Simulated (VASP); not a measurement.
# B (Pm-3m) in VASP: notebook

B is run at these levels: LDA; tasks: single point.

All numbers are computed with VASP 6.6.1; they aren't measurements. Logs are shortened: lines on timing, memory, paths and dates and some standing lists are left out, and cuts for length are marked.

## Step 1: The cell of the first run

Symmetry: Pm-3m, No. 221, cubic system. The conventional cell has a = 1.812 Å, b = 1.812 Å, c = 1.812 Å, α = 90.00°, β = 90.00°, γ = 90.00°. Within 2.4 Å of B (site symmetry m-3m) lie 6 B at 1.81 Å.

## Step 2: Single point, LDA (volume scaled by 0.92)

Input file INCAR:

```
PREC = Accurate
ENCUT = 520
EDIFF = 1E-6
ISMEAR = -1
SIGMA = 0.1
LREAL = False
LASPH = True
NELM = 80
ALGO = Normal
ISIF = 2
LWAVE = False
LCHARG = False
GGA = CA
NBANDS = 8
```

Input file KPOINTS:

```
Automatic mesh
0
Gamma
  19 19 19
```

Input file POSCAR:

```
B
1.0
    1.8124382539      0.0000000000      0.0000000000
    0.0000000000      1.8124382539      0.0000000000
    0.0000000000      0.0000000000      1.8124382539
B
1
Direct
    0.0000000000      0.0000000000      0.0000000000
```

Potentials or basis: VASP PAW LDA potentials, release 64 (B).

Run with:

```console
$ cat potpaw_LDA.64/B/POTCAR > POTCAR
$ mpirun -np 1 vasp_std > vasp.out
```

OUTCAR:

```text
PREC = Accurate
   ENCUT = 520
   EDIFF = 1E-6
   ISMEAR = -1
   LREAL = False
   LASPH = True
   NELM = 80
   ISIF = 2
   GGA = CA

 ion  position               nearest neighbor table
   1  0.000  0.000  0.000-

  LATTYP: Found a simple cubic cell.
 ALAT       =     1.8124382539

  Lattice vectors:

 A1 = (   1.8124382539,   0.0000000000,   0.0000000000)
 A2 = (   0.0000000000,   1.8124382539,   0.0000000000)
 A3 = (   0.0000000000,   0.0000000000,   1.8124382539)

Analysis of symmetry for initial positions (statically):
=====================================================================
 Subroutine PRICEL returns:
 Original cell was already a primitive cell.

 Routine SETGRP: Setting up the symmetry group for a
 simple cubic supercell.

 Subroutine GETGRP returns: Found 48 space group operations
 (whereof 48 operations were pure point group operations)
 out of a pool of 48 trial point group operations.

The static configuration has the point symmetry O_h .

Analysis of symmetry for dynamics (positions and initial velocities):
=====================================================================
 Subroutine PRICEL returns:
 Original cell was already a primitive cell.

 Routine SETGRP: Setting up the symmetry group for a
 simple cubic supercell.

 Subroutine GETGRP returns: Found 48 space group operations
 (whereof 48 operations were pure point group operations)
 out of a pool of 48 trial point group operations.

The dynamic configuration has the point symmetry O_h .

 Subroutine INISYM returns: Found 48 space group operations
 (whereof 48 operations are pure point group operations),
 and found     1 'primitive' translations

----------------------------------------------------------------------------------------

                                     Primitive cell

  volume of cell :       5.9537

  direct lattice vectors                    reciprocal lattice vectors
     1.812438254  0.000000000  0.000000000     0.551742934  0.000000000  0.000000000
     0.000000000  1.812438254  0.000000000     0.000000000  0.551742934  0.000000000
     0.000000000  0.000000000  1.812438254     0.000000000  0.000000000  0.551742934

  length of vectors
     1.812438254  1.812438254  1.812438254     0.551742934  0.551742934  0.551742934

  position of ions in fractional coordinates (direct lattice)
     0.000000000  0.000000000  0.000000000

  ion indices of the primitive-cell ions
   primitive index   ion index
                 1           1

----------------------------------------------------------------------------------------

 KPOINTS: Automatic mesh

Automatic generation of k-mesh.
 Grid dimensions read from file:
 generate k-points for:   19   19   19

 Generating k-lattice:

  Cartesian coordinates                     Fractional coordinates (reciprocal lattice)
     0.029039102  0.000000000  0.000000000     0.052631579  0.000000000  0.000000000
     0.000000000  0.029039102  0.000000000     0.000000000  0.052631579  0.000000000
     0.000000000  0.000000000  0.029039102     0.000000000  0.000000000  0.052631579

  Length of vectors
     0.029039102  0.029039102  0.029039102

  Shift w.r.t. Gamma in fractional coordinates (k-lattice)
     0.000000000  0.000000000  0.000000000

 Subroutine IBZKPT returns following result:
 ===========================================

 Found    220 irreducible k-points:

 Following reciprocal coordinates:
            Coordinates               Weight
  0.000000  0.000000  0.000000      1.000000
  0.052632  0.000000  0.000000      6.000000
  0.105263  0.000000  0.000000      6.000000
  0.157895  0.000000  0.000000      6.000000
  0.210526  0.000000  0.000000      6.000000
  0.263158  0.000000  0.000000      6.000000
[... 16 lines left out ...]
  0.263158  0.105263  0.000000     24.000000
  0.315789  0.105263  0.000000     24.000000
 [... further k-points ...]
   k-points           NKPTS =    220   k-points in BZ     NKDIM =    220   number of bands    NBANDS=      8
   number of dos      NEDOS =    301   number of ions     NIONS =      1
   total plane-waves  NPLWV =   2744
   dimension x,y,z NGX =    14 NGY =   14 NGZ =   14
   dimension x,y,z NGXF=    28 NGYF=   28 NGZF=   28
   ions per type =               1
   NGX,Y,Z   is equivalent  to a cutoff of  12.84, 12.84, 12.84 a.u.
   NGXF,Y,Z  is equivalent  to a cutoff of  25.68, 25.68, 25.68 a.u.
 SYSTEM =  unknown system
   PREC   = accura    normal or accurate (medium, high low for compatibility)
   ISTART =      0    job   : 0-new  1-cont  2-samecut
   ICHARG =      2    charge: 1-file 2-atom 10-const
   ISPIN  =      1    spin polarized calculation?
   LNONCOLLINEAR =      F non collinear calculations
   LSORBIT =      F    spin-orbit coupling
   LASPH  =      T    aspherical Exc in radial PAW
   ENCUT  =  520.0 eV  38.22 Ry    6.18 a.u.   3.37  3.37  3.37*2*pi/ulx,y,z
   NELM   =     80;   NELMIN=  2; NELMDL= -5     # of ELM steps
   EDIFF  = 0.1E-05   stopping-criterion for ELM
   LREAL  =      F    real-space projection
   EDIFFG = 0.1E-04   stopping-criterion for IOM
   NSW    =      0    number of steps for IOM
   IBRION =     -1    ionic relax: 0-MD 1-quasi-New 2-CG
   NFREE  =      0    steps in history (QN), initial steepest desc. (CG)
   ISIF   =      2    stress and relaxation
   ISYM   =      2    0-nonsym 1-usesym 2-fastsym
   POTIM  = 0.5000    time-step for ionic-motion
   TEBEG  =    0.0;   TEEND  =   0.0 temperature during run
   PSTRESS=    0.0 pullay stress
   NELECT =       3.0000    total number of electrons
   NUPDOWN=      -1.0000    fix difference up-down
   EMIN   =  10.00;   EMAX   =-10.00  energy-range for DOS
   EFERMI =   0.00;   METHOD = LEGACY
   ISMEAR =    -1;   SIGMA  =   0.10  broadening in eV -4-tet -1-fermi 0-gaus
   EFERMI_NEDOS =   21; number of points for ismear=-14 and -15
   IALGO  =     38    algorithm
   IMIX   =      4    mixing-type and parameters
     AMIX     =   0.40;   BMIX     =  1.00
     AMIX_MAG =   1.60;   BMIX_MAG =  1.00
  volume/ion in A,a.u.               =       5.95        40.18
  Fermi-wavevector in a.u.,A,eV,Ry     =   1.302723  2.461789 23.090268  1.697087
  Thomas-Fermi vector in A             =   2.433772
   LORBIT       =      0    0 simple, 1 ext, 2 COOP (PROOUT), +10 PAW based schemes
   GGA     = CA    functional components
   LHFCALC =     F    Hartree Fock is set to
   AEXX    =    0.0000 exact exchange contribution
   IVDW    =     0    specifies the selected vdW correction
   LEPSILON=     F    determine dielectric tensor
   LRPA    =     F    only Hartree local field effects (RPA)
 non-spin polarized calculation
  energy-cutoff  :      520.00
  volume of cell :        5.95
 maximum number of plane-waves:       171
 NGX is ok and might be reduce to    14
   NGX =  7   NGY =  7   NGZ =  7

 number of electron       3.0000000 magnetization

 Free energy of the ion-electron system (eV)
  ---------------------------------------------------
  ext. energy  EPLUGINS =         0.00000000
  ---------------------------------------------------
  free energy    TOTEN  =        -6.32667811 eV

  energy without entropy =       -6.31828447  energy(sigma->0) =       -6.32248129

 E-fermi :   8.4239     XC(G=0): -12.9012

 val. band max:        8.3697961537   @ k =   0.4211   0.3684   0.2105
 cond. band min:       8.5192415814   @ k =   0.4737   0.4211   0.2632
 fundamental gap:      0.1494454276
 Fermi energy:         8.4239362242

 k-point     1 :       0.0000    0.0000    0.0000
  band No.  band energies     occupation
      1      -8.3526      2.00000
      2      23.1981      0.00000
      3      23.1981      0.00000
      4      23.1981      0.00000
      5      34.1522      0.00000
      6      34.1522      0.00000
      7      44.8055      0.00000
      8      65.9891      0.00000

 k-point     2 :       0.0526    0.0000    0.0000
  band No.  band energies     occupation
      1      -8.2534      2.00000
      2      22.1081      0.00000
      3      23.2851      0.00000
      4      23.2851      0.00000
      5      34.2716      0.00000
      6      35.3747      0.00000
      7      44.7117      0.00000
      8      65.1566      0.00000

 k-point     3 :       0.1053    0.0000    0.0000
  band No.  band energies     occupation
      1      -7.9561      2.00000
      2      19.6926      0.00000
      3      23.5427      0.00000
      4      23.5427      0.00000
      5      34.6291      0.00000
      6      38.1430      0.00000
      7      44.4740      0.00000
      8      62.9778      0.00000

 k-point     4 :       0.1579    0.0000    0.0000
  band No.  band energies     occupation
      1      -7.4615      2.00000
      2      16.8872      0.00000
      3      23.9597      0.00000
      4      23.9597      0.00000
      5      35.2214      0.00000
      6      41.2115      0.00000
      7      44.3874      0.00000
      8      60.1469      0.00000

 k-point     5 :       0.2105    0.0000    0.0000
  band No.  band energies     occupation
      1      -6.7713      2.00000
      2      14.0496      0.00000
      3      24.5157      0.00000
      4      24.5157      0.00000
      5      36.0429      0.00000
      6      42.4891      0.00000
      7      46.1384      0.00000
      8      57.1925      0.00000
[... 177 lines left out ...]
 k-point    22 :       0.2105    0.1053    0.0000
  band No.  band energies     occupation
      1      -6.3725      2.00000
      2      14.1532      0.00000
      3      21.7736      0.00000
      4      24.8500      0.00000
      5      38.8300      0.00000
      6      41.7913      0.00000
      7      46.4600      0.00000
      8      55.2611      0.00000

 k-point    23 :       0.2632    0.1053    0.0000
  band No.  band energies     occupation
      1      -5.4888      2.00000
      2      11.5085      0.00000
      3      22.4743      0.00000
      4      25.5048      0.00000
      5      39.7849      0.00000
      6      40.6042      0.00000
      7      49.5419      0.00000
      8      53.0183      0.00000

 k-point    24 :       0.3158    0.1053    0.0000
  band No.  band energies     occupation
      1      -4.4191      2.00000
      2       8.9789      0.00774
      3      23.2909      0.00000
      4      26.2106      0.00000
      5      39.2270      0.00000
      6      40.9492      0.00000
      7      50.4915      0.00000
      8      52.3041      0.00000

 [... further k-points ...]
[... 5 lines left out ...]
  --------------------------------------------------------------------------------------
  -------------------------------------------------------------------------------------
  Total        0.9264938      0.9264938      0.9264938     -0.0000000     -0.0000000      0.0000000
  in kB      249.3236423    249.3236423    249.3236423     -0.0000000     -0.0000000      0.0000000
  external PRESSURE =     249.3236423 kB  Pullay stress =       0.0000000 kB

 VOLUME and BASIS-vectors are now :
 -----------------------------------------------------------------------------
  energy-cutoff  :      520.00
  volume of cell :        5.95
      direct lattice vectors                 reciprocal lattice vectors
     1.812438254  0.000000000  0.000000000     0.551742934  0.000000000  0.000000000
     0.000000000  1.812438254  0.000000000     0.000000000  0.551742934  0.000000000
     0.000000000  0.000000000  1.812438254     0.000000000  0.000000000  0.551742934

 POSITION                                       TOTAL-FORCE (eV/Angst)
 -----------------------------------------------------------------------------------
      0.00000      0.00000      0.00000         0.000000      0.000000      0.000000
 -----------------------------------------------------------------------------------
    total drift:                                0.000000      0.000000     -0.000000

  FREE ENERGIE OF THE ION-ELECTRON SYSTEM (eV)
  ---------------------------------------------------
  free  energy   TOTEN  =        -6.3266781135 eV

  energy  without entropy=       -6.3182844669  energy(sigma->0) =       -6.32248129
```

Wall time 3.5 s (1 thread of Intel Xeon Platinum 8259CL at 2.50GHz (Skylake/Cascade Lake), shared host); peak memory 0.11 GiB.

Results:

| Item | Value |
| --- | --- |
| Free energy | -6.3267 eV |
| Pressure | 24.9 GPa |

Caveat: the cell differs from its parent crystal (volume scaled by 0.92).

## Step 3: Single point, LDA (volume scaled by 0.96)

Input file INCAR:

```
SYSTEM = B
PREC = Accurate
ENCUT = 520
EDIFF = 1E-7
ISMEAR = -1
SIGMA = 0.1
LREAL = .False.
LASPH = .True.
NELM = 100
ALGO = Normal
ISIF = 2
LWAVE = .False.
LCHARG = .False.
NBANDS = 8
```

Input file KPOINTS:

```
Automatic mesh
0
Gamma
  19 19 19
  0 0 0
```

Input file POSCAR:

```
B
1.0
    1.8383337275      0.0000000000      0.0000000000
    0.0000000000      1.8383337275      0.0000000000
    0.0000000000      0.0000000000      1.8383337275
B
1
Direct
    0.0000000000      0.0000000000      0.0000000000
```

Potentials or basis: VASP PAW LDA potentials, release 64 (B).

Run with:

```console
$ cat potpaw_LDA.64/B/POTCAR > POTCAR
$ mpirun -np 1 vasp_std > vasp.out
```

OUTCAR:

```text
SYSTEM = B
   PREC = Accurate
   ENCUT = 520
   EDIFF = 1E-7
   ISMEAR = -1
   LREAL = .False.
   LASPH = .True.
   NELM = 100
   ISIF = 2

 ion  position               nearest neighbor table
   1  0.000  0.000  0.000-

  LATTYP: Found a simple cubic cell.
 ALAT       =     1.8383337275

  Lattice vectors:

 A1 = (   1.8383337275,   0.0000000000,   0.0000000000)
 A2 = (   0.0000000000,   1.8383337275,   0.0000000000)
 A3 = (   0.0000000000,   0.0000000000,   1.8383337275)

Analysis of symmetry for initial positions (statically):
[... 432 lines left out ...]
  band No.  band energies     occupation
      1      -4.5408      2.00000
      2       8.4728      0.01278
      3      22.3156      0.00000
      4      25.1202      0.00000
      5      37.9221      0.00000
      6      39.6586      0.00000
      7      48.9189      0.00000
      8      50.7221      0.00000

 [... further k-points ...]
[... 5 lines left out ...]
  --------------------------------------------------------------------------------------
  -------------------------------------------------------------------------------------
  Total        0.4505984      0.4505984      0.4505984     -0.0000000      0.0000000     -0.0000000
  in kB      116.2056252    116.2056252    116.2056252     -0.0000000      0.0000000     -0.0000000
  external PRESSURE =     116.2056252 kB  Pullay stress =       0.0000000 kB

 VOLUME and BASIS-vectors are now :
 -----------------------------------------------------------------------------
  energy-cutoff  :      520.00
  volume of cell :        6.21
      direct lattice vectors                 reciprocal lattice vectors
     1.838333728  0.000000000  0.000000000     0.543970872  0.000000000  0.000000000
     0.000000000  1.838333728  0.000000000     0.000000000  0.543970872  0.000000000
     0.000000000  0.000000000  1.838333728     0.000000000  0.000000000  0.543970872

 POSITION                                       TOTAL-FORCE (eV/Angst)
 -----------------------------------------------------------------------------------
      0.00000      0.00000      0.00000         0.000000      0.000000      0.000000
 -----------------------------------------------------------------------------------
    total drift:                                0.000000      0.000000     -0.000000

  FREE ENERGIE OF THE ION-ELECTRON SYSTEM (eV)
  ---------------------------------------------------
  free  energy   TOTEN  =        -6.3560949037 eV

  energy  without entropy=       -6.3473634849  energy(sigma->0) =       -6.35172919
```

OSZICAR:

```text
N       E                     dE             d eps       ncg     rms          rms(c)
DAV:   1    -0.436180502236E+01   -0.43618E+01   -0.16149E+03  3960   0.298E+02
DAV:   2    -0.638324718553E+01   -0.20214E+01   -0.19076E+01  4600   0.345E+01
DAV:   3    -0.638579796774E+01   -0.25508E-02   -0.25507E-02  4048   0.125E+00
DAV:   4    -0.638579807957E+01   -0.11183E-06   -0.11294E-06  5152   0.745E-03
DAV:   5    -0.638579808054E+01   -0.97403E-09   -0.43770E-11  3992   0.238E-05    0.147E+00
DAV:   6    -0.636532368445E+01    0.20474E-01   -0.65707E-03  4080   0.451E-01    0.893E-01
DAV:   7    -0.635609621632E+01    0.92275E-02   -0.11097E-02  4184   0.587E-01    0.705E-02
DAV:   8    -0.635609550056E+01    0.71576E-06   -0.20508E-05  3744   0.426E-02    0.579E-03
DAV:   9    -0.635609489763E+01    0.60293E-06   -0.10273E-06  4744   0.619E-03    0.271E-03
DAV:  10    -0.635609490367E+01   -0.60401E-08   -0.60946E-09  2832   0.618E-04
   1 F= -.63560949E+01 E0= -.63517292E+01  d E =-.873142E-02
```

stdout:

```text
POSCAR found type information on POSCAR B
 POSCAR found :  1 types and       1 ions
 scaLAPACK will be used
 LDA part: xc-table for (Slater(with rela. corr.)+CA(PZ))
 , standard interpolation
 POSCAR, INCAR and KPOINTS ok, starting setup
 FFT: planning ... GRIDC
 FFT: planning ... GRID_SOFT
 FFT: planning ... GRID
 WAVECAR not read
 entering main loop
```

It took 3.8 s on 1 thread of Intel Xeon Platinum 8259CL at 2.50GHz (Skylake/Cascade Lake), shared host; peak memory 0.11 GiB.

What came out:

- Free energy: -6.3561 eV
- Pressure: 11.6 GPa

Levels at points of the mesh, in eV from the Fermi level:
| k point | band 1 | band 2 | band 3 | band 4 | band 5 | band 6 |
| --- | --- | --- | --- | --- | --- | --- |
| (0.00, 0.00, 0.00) | -16.36 | 14.27 | 14.27 | 14.27 | 25.15 | 25.15 |

Caveat: the cell differs from its parent crystal (volume scaled by 0.96).

## Step 4: Single point, LDA

This run uses another cell than the first one, of 6.47 Å³/atom, 1.087 times its volume.

Input file INCAR:

```
PREC = Accurate ; ENCUT = 520
EDIFF = 1E-6 ; ISMEAR = -1
SIGMA = 0.1 ; LREAL = False
LASPH = True ; NELM = 80
ALGO = Normal ; ISIF = 2
LWAVE = False ; LCHARG = True
GGA = CA ; LELF = True
LVHAR = True ; NBANDS = 8
```

Input file KPOINTS:

```
regular mesh
0
Gamma
  19 19 19
```

Input file POSCAR:

```
B
1.0
    1.8635195110      0.0000000000      0.0000000000
    0.0000000000      1.8635195110      0.0000000000
    0.0000000000      0.0000000000      1.8635195110
B
1
Direct
    0.0000000000      0.0000000000      0.0000000000
```

Run with:

```console
$ cat potpaw_LDA.64/B/POTCAR > POTCAR
$ mpirun -np 1 vasp_std > vasp.out
```

It took 3.7 s on 1 thread of Intel Xeon Platinum 8259CL at 2.50GHz (Skylake/Cascade Lake), shared host; peak memory 0.11 GiB.

It converged, with:

- Free energy: -6.3659 eV
- Pressure: 0.6 GPa

Levels at points of the mesh, in eV from the Fermi level:
| k point | band 1 | band 2 | band 3 | band 4 |
| --- | --- | --- | --- | --- |
| (0.00, 0.00, 0.00) | -15.97 | 13.79 | 13.79 | 13.79 |

## Step 5: The runs side by side

```csv
cell,gap on the mesh (eV),pressure (GPa)
"a = 1.812 Å, 1 atom",none,24.9
"a = 1.838 Å, 1 atom",none,11.6
"a = 1.864 Å, 1 atom",none,0.6
```

Alike in all rows: task single point; level LDA; potentials or basis VASP PAW LDA potentials, release 64 (B); no spin polarisation; k mesh 19 × 19 × 19; cutoff (eV) 520; smearing fermi-dirac 0.1 eV.

Total energies depend on the potentials used, so only differences within one code and one set of settings carry meaning.
